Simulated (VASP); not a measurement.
ZnO4, 5 atoms in the cell. The structure is trigonal, space group P-3m1 (No. 164). Conventional cell: a = 3.060 Å, b = 3.060 Å, c = 7.939 Å, α = 90.00°, β = 90.00°, γ = 120.00°. Within 2.7 Å of Zn (site symmetry -3m) lie 6 O at 2.01 Å. Within 2.7 Å of O (site symmetry 3m) lie 3 Zn at 2.01 Å and 3 O at 2.61 Å. Within 3.0 Å of O (site symmetry 3m) lie 6 O at 2.30 to 2.88 Å. 

| Quantity | Value |
| --- | --- |
| Program | VASP 6.6.1 |
| Task | single point |
| Functional | PBE |
| Potentials or basis | VASP PAW PBE potentials, release 64 (Zn, O) |
| Cutoff | 520 eV |
| k mesh | 12 × 12 × 6 |
| Occupations | gaussian, width 0.1 eV |
| Spin | collinear spin, ferromagnetic start |
| Starting moments | [0.25, 1.49, 1.49, 1.49, 1.49] μB |
| Dipole correction | no |
| Further INCAR settings | ALGO = Normal; EDIFF = 1e-06; NBANDS = 30 |

Potentials or basis: VASP PAW PBE potentials, release 64 (Zn, O).

Command:

```sh
$ cat potpaw_PBE.64/Zn/POTCAR potpaw_PBE.64/O/POTCAR > POTCAR
$ mpirun -np 1 vasp_std > vasp.out
```

Hardware: 1 thread of Intel(R) Xeon(R) Platinum 8259CL CPU @ 2.50GHz (Skylake/Cascade Lake), on a shared host.

Q: Estimate the wall time of this run.

A: Wall time 4.9 min on 1 thread of Intel(R) Xeon(R) Platinum 8259CL CPU @ 2.50GHz (Skylake/Cascade Lake), with other jobs on the host, peak memory 0.39 GiB. Counts: scf iterations 17, k points 100.
